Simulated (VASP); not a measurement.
Input of a VASP 6.6.1 run:

Contents of INCAR:

```
SYSTEM = Ni
  PREC = Accurate
  ENCUT = 520
  EDIFF = 1E-6
  ISMEAR = 0
  SIGMA = 0.15
  LREAL = .FALSE.
  LASPH = .TRUE.
  NELM = 150
  ALGO = Fast
  ISIF = 2
  LWAVE = .FALSE.
  LCHARG = .TRUE.
  ISPIN = 2
  MAGMOM = 0.7
  LORBIT = 11
  LMAXMIX = 4
  LELF = .TRUE.
  LVHAR = .TRUE.
  NBANDS = 15
```

Contents of KPOINTS:

```
Automatic mesh
0
G
  22 22 22
  0 0 0
```

The input POSCAR:

```
Ni
1.0
    0.0000000000      1.8062929635      1.7121260318
    1.6179591001      0.0000000000      1.7121260318
    1.6179591001      1.8062929635      0.0000000000
Ni
1
Direct
    0.0000000000      0.0000000000      0.0000000000
```

Potentials or basis: VASP PAW LDA potentials, release 64 (Ni).

Launch:

```bash
$ cat potpaw_LDA.64/Ni/POTCAR > POTCAR
$ mpirun -np 1 vasp_std > vasp.out
```

(1) Estimate the site moments.

(2) Predict the pressure.

Results:

(1) Ni +0.56 μB.

(2) 1.0 GPa.

Caveat: the cell differs from its parent crystal (strain +e along x and -e along y -0.0550, strain +e along z and -e/2 along x and y +0.0000).
